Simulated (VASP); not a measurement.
Gd:

```
Gd
1.0
    -2.02500    2.02500    2.02500
     2.02500   -2.02500    2.02500
     2.02500    2.02500   -2.02500
Gd
1
Cartesian
  0.0000 0.0000 0.0000
```

| Quantity | Value |
| --- | --- |
| Program | VASP 6.6.1 |
| Task | relaxation of volume and atoms at fixed shape |
| Functional | revPBE |
| Potentials or basis | VASP PAW PBE potentials, release 64 (Gd) |
| Cutoff | 600 eV |
| k mesh | 6 × 6 × 6 |
| Occupations | methfessel-paxton, width 0.1 eV |
| Spin | collinear spin, ferromagnetic start |
| Starting moments | [7.0] μB |

At the start: pressure 1.3 GPa; volume 33.22 Å³/atom.

Problem. How do energy, volume and symmetry change on relaxing?

Solution. Over 4 steps the energy falls by 3.1 meV/atom and the volume is 34.37 Å³/atom (+3.5 %); space group Im-3m (No. 229, to 0.05 Å); moment 7.59 μB per cell.

The path:
```tsv
step	energy change (eV)	largest force (eV/Å)	pressure (GPa)	volume (Å³)
1	0.0000	0.0000	1.30	33.22
2	-0.0029	0.0000	-0.15	34.52
3	-0.0031	0.0000	0.24	34.14
4	-0.0031	0.0000	-0.13	34.37
```

Final structure:
```cif
data_structure
_symmetry_space_group_name_H-M 'P 1'
_symmetry_Int_Tables_number 1
_cell_length_a 3.5477
_cell_length_b 3.5477
_cell_length_c 3.5477
_cell_angle_alpha 109.471
_cell_angle_beta 109.471
_cell_angle_gamma 109.471
_cell_volume 34.37
loop_
_atom_site_label
_atom_site_type_symbol
_atom_site_fract_x
_atom_site_fract_y
_atom_site_fract_z
_atom_site_occupancy
Gd1 Gd 0.00000 0.00000 0.00000 1
```

Caveat: the k points lie up to 0.36 Å⁻¹ apart in the final cell; the PAW data sets were made with another functional, which shifts forces and pressure a little.
